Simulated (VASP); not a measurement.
Runs of VASP 6.6.1 on SnO3. The structure is that of space group Fm-3m (No. 225), or close to it. The cells are those of the table. 

```csv
task,cell,cutoff (eV),gap on the mesh (eV),pressure (GPa)
single point,"a = 3.814 Å, angles 60.0°, 4 atoms",520,none,0.2
single point,"a = 3.827 Å, angles 60.0°, 4 atoms",520,none,(a)
relaxation of cell and atoms,"relaxed from a = 3.814 Å, angles 60.0°, 4 atoms",600,none,0.1
single point,"a = 3.801 Å, angles 60.0°, 4 atoms",520,none,2.0
```

Alike in all rows: level PBE; potentials or basis VASP PAW PBE potentials, release 64 (Sn_d, O); no spin polarisation; k mesh 7 × 7 × 7; smearing fermi-dirac 0.02 eV.

Question: Fill in the values left out.

Answer: (a) -1.4.

Caveats: spin-orbit coupling is left out, which moves the levels of the heavy elements; the relaxation stopped at its first step, so nothing moved (some runs).

A k mesh can miss the band edges, and the runs leave out spin-orbit coupling on Sn.

A gap of «none» marks levels without a gap at the run's occupations.
